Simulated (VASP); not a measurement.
# Ba2Pb3 (Immm) in VASP: single point with PBE

Aim: the single point of Ba2Pb3 with PBE.

Program: VASP 6.6.1. These are calculated values, not measurements. Logs are shortened: lines on timing, memory, paths and dates and some standing lists are left out, and cuts for length are marked.

**1. The cell of the first run**

The structure is orthorhombic, space group Immm (No. 71). The conventional cell has a = 4.774 Å, b = 7.915 Å, c = 9.889 Å, α = 90.00°, β = 90.00°, γ = 90.00°. Within 4.8 Å of Pb (site symmetry mmm) lie 6 Pb at 3.35 to 4.77 Å and 8 Ba at 3.62 to 4.54 Å. Pb (site symmetry m2m) has 3 Pb at 3.22 to 3.35 Å and 6 Ba at 3.60 to 3.63 Å within 4.2 Å. Within 4.8 Å of Ba (site symmetry mm2) lie 10 Pb at 3.60 to 4.54 Å and 7 Ba at 4.44 to 4.77 Å.

**2. Single point, PBE**

The input, INCAR:

```
PREC = Accurate
ENCUT = 520
EDIFF = 1E-7
ISMEAR = -1
SIGMA = 0.1
LREAL = False
LASPH = True
NELM = 80
ALGO = Normal
ISIF = 2
LWAVE = False
LCHARG = False
GGA = PE
NBANDS = 39
```

The input, KPOINTS:

```
Automatic mesh
0
Gamma
  4 4 4
```

The input, POSCAR:

```
Ba2Pb3
1.0
   -2.3868890000      3.9573440000      4.9445750000
    4.7737780000      0.0000000000      0.0000000000
    2.3868890000      3.9573440000     -4.9445750000
Pb Ba
3 2
Direct
    0.0000000000      0.0000000000      0.0000000000
    0.7032000000      0.5000000000      0.7032000000
    0.2968000000      0.5000000000      0.2968000000
    0.7245000000      0.2245000000      0.2755000000
    0.2755000000      0.7755000000      0.7245000000
```

Potentials or basis: VASP PAW PBE potentials, release 64 (Pb_d, Ba_sv).

Run with:

```bash
cat potpaw_PBE.64/Pb_d/POTCAR potpaw_PBE.64/Ba_sv/POTCAR > POTCAR
mpirun -np 1 vasp_std > vasp.out
```

OUTCAR:

```text
PREC = Accurate
   ENCUT = 520
   EDIFF = 1E-7
   ISMEAR = -1
   LREAL = False
   LASPH = True
   NELM = 80
   ISIF = 2
   GGA = PE

 ion  position               nearest neighbor table
   1  0.000  0.000  0.000-   2 3.35   3 3.35   2 3.35   3 3.35   5 3.62   5 3.62   4 3.62   4 3.62

   2  0.703  0.500  0.703-   3 3.22   1 3.35   1 3.35   4 3.60   5 3.60   4 3.63   5 3.63   4 3.63
                             5 3.63
   3  0.297  0.500  0.297-   2 3.22   1 3.35   1 3.35   5 3.60   4 3.60   4 3.63   4 3.63   5 3.63
                             5 3.63
   4  0.724  0.224  0.276-   3 3.60   2 3.60   1 3.62   1 3.62   3 3.63   2 3.63   2 3.63   3 3.63
                             5 4.44   5 4.65   5 4.65   5 4.65   5 4.65
   5  0.276  0.776  0.724-   3 3.60   2 3.60   1 3.62   1 3.62   2 3.63   3 3.63   2 3.63   3 3.63
                             4 4.44   4 4.65   4 4.65   4 4.65   4 4.65

  LATTYP: Found a body centered orthorhombic cell.
 ALAT       =     4.7737780000
 B/A-ratio  =     1.6579505792
 C/A-ratio  =     2.0715563229

  Lattice vectors:

 A1 = (  -2.3868890000,   3.9573440000,   4.9445750000)
 A2 = (   2.3868890000,  -3.9573440000,   4.9445750000)
 A3 = (   2.3868890000,   3.9573440000,  -4.9445750000)

Analysis of symmetry for initial positions (statically):
=====================================================================
 Subroutine PRICEL returns:
 Original cell was already a primitive cell.

 Routine SETGRP: Setting up the symmetry group for a
 body centered orthorhombic supercell.

 Subroutine GETGRP returns: Found  8 space group operations
 (whereof  8 operations were pure point group operations)
 out of a pool of  8 trial point group operations.

The static configuration has the point symmetry D_2h.

Analysis of symmetry for dynamics (positions and initial velocities):
=====================================================================
 Subroutine PRICEL returns:
 Original cell was already a primitive cell.

 Routine SETGRP: Setting up the symmetry group for a
 body centered orthorhombic supercell.

 Subroutine GETGRP returns: Found  8 space group operations
 (whereof  8 operations were pure point group operations)
 out of a pool of  8 trial point group operations.

The dynamic configuration has the point symmetry D_2h.

 Subroutine INISYM returns: Found  8 space group operations
 (whereof  8 operations are pure point group operations),
 and found     1 'primitive' translations

----------------------------------------------------------------------------------------

                                     Primitive cell

  volume of cell :     186.8207

  direct lattice vectors                    reciprocal lattice vectors
    -2.386889000  3.957344000  4.944575000     0.000000000  0.126347368  0.101120925
     4.773778000  0.000000000  0.000000000     0.209477693  0.000000000  0.101120925
     2.386889000  3.957344000 -4.944575000     0.000000000  0.126347368 -0.101120925

  length of vectors
     6.768059734  4.773778000  6.768059734     0.161830464  0.232607707  0.161830464

  position of ions in fractional coordinates (direct lattice)
     0.000000000  0.000000000  0.000000000
     0.703200000  0.500000000  0.703200000
     0.296800000  0.500000000  0.296800000
     0.724500000  0.224500000  0.275500000
     0.275500000  0.775500000  0.724500000

  ion indices of the primitive-cell ions
   primitive index   ion index
                 1           1
                 2           2
                 3           3
                 4           4
                 5           5

----------------------------------------------------------------------------------------

 KPOINTS: Automatic mesh

Automatic generation of k-mesh.
 Grid dimensions read from file:
 generate k-points for:    4    4    4

 Generating k-lattice:

  Cartesian coordinates                     Fractional coordinates (reciprocal lattice)
     0.000000000  0.031586842  0.025280231     0.250000000  0.000000000 -0.000000000
     0.052369423  0.000000000  0.025280231     0.000000000  0.250000000 -0.000000000
     0.000000000  0.031586842 -0.025280231    -0.000000000  0.000000000  0.250000000

  Length of vectors
     0.040457616  0.058151927  0.040457616

  Shift w.r.t. Gamma in fractional coordinates (k-lattice)
     0.000000000  0.000000000  0.000000000

 Subroutine IBZKPT returns following result:
 ===========================================

 Found     18 irreducible k-points:

 Following reciprocal coordinates:
            Coordinates               Weight
  0.000000  0.000000  0.000000      1.000000
  0.250000  0.000000  0.000000      4.000000
  0.500000  0.000000  0.000000      2.000000
 -0.000000  0.250000  0.000000      4.000000
  0.250000  0.250000  0.000000      8.000000
  0.500000  0.250000  0.000000      8.000000
[... 10 lines left out ...]
 -0.250000 -0.250000  0.250000      4.000000
  0.500000  0.000000  0.500000      1.000000
   k-points           NKPTS =     18   k-points in BZ     NKDIM =     18   number of bands    NBANDS=     39
   number of dos      NEDOS =    301   number of ions     NIONS =      5
   total plane-waves  NPLWV =  90000
   dimension x,y,z NGX =    50 NGY =   36 NGZ =   50
   dimension x,y,z NGXF=   100 NGYF=   72 NGZF=  100
   ions per type =               3   2
   NGX,Y,Z   is equivalent  to a cutoff of  12.28, 12.54, 12.28 a.u.
   NGXF,Y,Z  is equivalent  to a cutoff of  24.56, 25.07, 24.56 a.u.
 SYSTEM =  unknown system
   PREC   = accura    normal or accurate (medium, high low for compatibility)
   ISTART =      0    job   : 0-new  1-cont  2-samecut
   ICHARG =      2    charge: 1-file 2-atom 10-const
   ISPIN  =      1    spin polarized calculation?
   LNONCOLLINEAR =      F non collinear calculations
   LSORBIT =      F    spin-orbit coupling
   LASPH  =      T    aspherical Exc in radial PAW
   ENCUT  =  520.0 eV  38.22 Ry    6.18 a.u.  12.58  8.88 12.58*2*pi/ulx,y,z
   NELM   =     80;   NELMIN=  2; NELMDL= -5     # of ELM steps
   EDIFF  = 0.1E-06   stopping-criterion for ELM
   LREAL  =      F    real-space projection
   EDIFFG = 0.1E-05   stopping-criterion for IOM
   NSW    =      0    number of steps for IOM
   IBRION =     -1    ionic relax: 0-MD 1-quasi-New 2-CG
   NFREE  =      0    steps in history (QN), initial steepest desc. (CG)
   ISIF   =      2    stress and relaxation
   ISYM   =      2    0-nonsym 1-usesym 2-fastsym
   POTIM  = 0.5000    time-step for ionic-motion
   TEBEG  =    0.0;   TEEND  =   0.0 temperature during run
   PSTRESS=    0.0 pullay stress
   NELECT =      62.0000    total number of electrons
   NUPDOWN=      -1.0000    fix difference up-down
   EMIN   =  10.00;   EMAX   =-10.00  energy-range for DOS
   EFERMI =   0.00;   METHOD = LEGACY
   ISMEAR =    -1;   SIGMA  =   0.10  broadening in eV -4-tet -1-fermi 0-gaus
   EFERMI_NEDOS =   21; number of points for ismear=-14 and -15
   IALGO  =     38    algorithm
   IMIX   =      4    mixing-type and parameters
     AMIX     =   0.40;   BMIX     =  1.00
     AMIX_MAG =   1.60;   BMIX_MAG =  1.00
  volume/ion in A,a.u.               =      37.36       252.15
  Fermi-wavevector in a.u.,A,eV,Ry     =   1.133436  2.141884 17.479099  1.284678
  Thomas-Fermi vector in A             =   2.270139
   LORBIT       =      0    0 simple, 1 ext, 2 COOP (PROOUT), +10 PAW based schemes
   GGA     = PE    functional components
   LHFCALC =     F    Hartree Fock is set to
   AEXX    =    0.0000 exact exchange contribution
   IVDW    =     0    specifies the selected vdW correction
   LEPSILON=     F    determine dielectric tensor
   LRPA    =     F    only Hartree local field effects (RPA)
 non-spin polarized calculation
  energy-cutoff  :      520.00
  volume of cell :      186.82
 maximum number of plane-waves:      5049
   NGX = 25   NGY = 17   NGZ = 25

 number of electron      62.0000004 magnetization

 Free energy of the ion-electron system (eV)
  ---------------------------------------------------
  ext. energy  EPLUGINS =         0.00000000
  ---------------------------------------------------
  free energy    TOTEN  =       -16.52370188 eV

  energy without entropy =      -16.38157792  energy(sigma->0) =      -16.45263990

 E-fermi :   4.3975     XC(G=0):  -9.1585

 val. band max:        4.3683061155   @ k =   0.5000  -0.2500   0.2500
 cond. band min:       4.4429681588   @ k =   0.2500   0.2500   0.0000
 fundamental gap:      0.0746620433
 Fermi energy:         4.3974701339

 k-point     1 :       0.0000    0.0000    0.0000
  band No.  band energies     occupation
      1     -23.4831      2.00000
      2     -23.4558      2.00000
      3     -12.2865      2.00000
      4     -12.2716      2.00000
      5     -12.1380      2.00000
      6     -12.1296      2.00000
[... 31 lines left out ...]
     38       8.2414      0.00000
     39       8.2492      0.00000

 k-point     2 :       0.2500    0.0000    0.0000
  band No.  band energies     occupation
      1     -23.4793      2.00000
      2     -23.4592      2.00000
      3     -12.3113      2.00000
      4     -12.2479      2.00000
      5     -12.1351      2.00000
      6     -12.1243      2.00000
[... 31 lines left out ...]
     38       8.0485      0.00000
     39       8.2686      0.00000

 k-point     3 :       0.5000    0.0000    0.0000
  band No.  band energies     occupation
      1     -23.4729      2.00000
      2     -23.4652      2.00000
      3     -12.3292      2.00000
      4     -12.1892      2.00000
      5     -12.1876      2.00000
      6     -12.1189      2.00000
[... 31 lines left out ...]
     38       7.3818      0.00000
     39       8.4179      0.00000

 k-point     4 :      -0.0000    0.2500    0.0000
  band No.  band energies     occupation
      1     -23.4759      2.00000
      2     -23.4562      2.00000
      3     -12.2502      2.00000
      4     -12.2413      2.00000
      5     -12.1893      2.00000
      6     -12.1336      2.00000
[... 31 lines left out ...]
     38       8.4108      0.00000
     39       8.5665      0.00000
[... 502 lines left out ...]
     38       7.6633      0.00000
     39       7.9472      0.00000

 k-point    17 :      -0.2500   -0.2500    0.2500
  band No.  band energies     occupation
      1     -23.4697      2.00000
      2     -23.4615      2.00000
      3     -12.2505      2.00000
      4     -12.2373      2.00000
      5     -12.1923      2.00000
      6     -12.1470      2.00000
[... 31 lines left out ...]
     38       7.7446      0.00000
     39       7.8018      0.00000

 k-point    18 :       0.5000    0.0000    0.5000
  band No.  band energies     occupation
      1     -23.4726      2.00000
      2     -23.4646      2.00000
      3     -12.2866      2.00000
      4     -12.2654      2.00000
      5     -12.1338      2.00000
      6     -12.1219      2.00000
[... 31 lines left out ...]
     38       7.1919      0.00000
     39       7.7115      0.00000

------------------------ aborting loop because EDIFF is reached ----------------------------------------

  FORCE on cell =-STRESS in cart. coord.  units (eV):
  Direction    XX          YY          ZZ          XY          YZ          ZX
  --------------------------------------------------------------------------------------
  -------------------------------------------------------------------------------------
  Total        2.6981739     -0.8408720      6.6848616      0.0000000      0.0000000      0.0000000
  in kB       23.1395834     -7.2113320     57.3294820      0.0000000      0.0000000      0.0000000
  external PRESSURE =      24.4192445 kB  Pullay stress =       0.0000000 kB

 VOLUME and BASIS-vectors are now :
 -----------------------------------------------------------------------------
  energy-cutoff  :      520.00
  volume of cell :      186.82
      direct lattice vectors                 reciprocal lattice vectors
    -2.386889000  3.957344000  4.944575000     0.000000000  0.126347368  0.101120925
     4.773778000  0.000000000  0.000000000     0.209477693  0.000000000  0.101120925
     2.386889000  3.957344000 -4.944575000     0.000000000  0.126347368 -0.101120925

 POSITION                                       TOTAL-FORCE (eV/Angst)
 -----------------------------------------------------------------------------------
      0.00000      0.00000      0.00000         0.000000     -0.000000      0.000000
      2.38689      5.56561      0.00000         0.000000      0.150855      0.000000
      2.38689      2.34908      0.00000         0.000000     -0.150855      0.000000
      0.00000      3.95734      2.22011         0.000000     -0.000000     -0.120127
      4.77378      3.95734     -2.22011         0.000000     -0.000000      0.120127
 -----------------------------------------------------------------------------------
    total drift:                               -0.000000     -0.000000      0.000000

  FREE ENERGIE OF THE ION-ELECTRON SYSTEM (eV)
  ---------------------------------------------------
  free  energy   TOTEN  =       -16.5237018819 eV

  energy  without entropy=      -16.3815779184  energy(sigma->0) =      -16.45263990
```

Wall time 2.3 min (1 thread of AMD EPYC 7R43 (Zen 3), shared host); peak memory 0.3 GiB.

What came out:

| Item | Value |
| --- | --- |
| Free energy | -16.5237 eV |
| Pressure | 2.4 GPa |
| Largest force | 0.151 eV/Å |
| Band gap on the k mesh | zero (bands 31 and 32 overlap by 1.18 eV) |

Forces on the atoms (eV/Å):
```
Pb   0.000  0.000  0.000
Pb   0.000  0.151  0.000
Pb   0.000 -0.151  0.000
Ba   0.000  0.000 -0.120
Ba   0.000  0.000  0.120
```

Caveat: the k points lie up to 0.37 Å⁻¹ apart, too coarse for converged energies and pressures of a metal; spin-orbit coupling is left out, which moves the levels of the heavy elements.
